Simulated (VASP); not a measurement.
Here is a VASP 6.6.1 calculation.

The input POSCAR:

```
RbBr
1.0
    4.1242532581      0.0000000000      0.0000000000
    0.0000000000      4.1242532581      0.0000000000
    0.0000000000      0.0000000000      4.1242532581
Rb Br
1 1
Direct
    0.0000000000      0.0000000000      0.0000000000
    0.5000000000      0.5000000000      0.5000000000
```

The input INCAR.step1:

```
SYSTEM = RbBr
ALGO = Normal
EDIFF = 1E-5
ENCUT = 520
GGA = PE
ISIF = 2
ISMEAR = 0
LASPH = .TRUE.
LCHARG = .FALSE.
LREAL = .FALSE.
LWAVE = .TRUE.
NBANDS = 15
NELM = 60
PREC = Accurate
SIGMA = 0.01
```

File INCAR.step2:

```
SYSTEM = RbBr
AEXX = 0.05
ALGO = Normal
EDIFF = 1E-6
ENCUT = 520
GGA = PE
HFSCREEN = 0.2078
ISIF = 2
ISMEAR = 0
ISTART = 1
LASPH = .TRUE.
LCHARG = .FALSE.
LHFCALC = .TRUE.
LREAL = .FALSE.
LWAVE = .FALSE.
NBANDS = 15
NELM = 60
PREC = Accurate
PRECFOCK = Normal
SIGMA = 0.01
```

Contents of KPOINTS:

```
k-points
0
G
  4 4 4
  0 0 0
```

Potentials or basis: VASP PAW PBE potentials, release 64 (Rb_sv, Br).

Launch:

```bash
$ cat potpaw_PBE.64/Rb_sv/POTCAR potpaw_PBE.64/Br/POTCAR > POTCAR
$ cp INCAR.step1 INCAR
$ mpirun -np 1 vasp_std > vasp.out
$ cp INCAR.step2 INCAR
$ mpirun -np 1 vasp_std > vasp.out
```

Problem. What does it give for the pressure?

Solution. 0.8 GPa.

Problem. What does it give for the band gap on the k mesh?

Solution. 4.32 eV (least direct gap 4.47 eV).

Caveat: the PAW data sets were made with another functional, which shifts forces and pressure a little. A k mesh can miss the band edges.
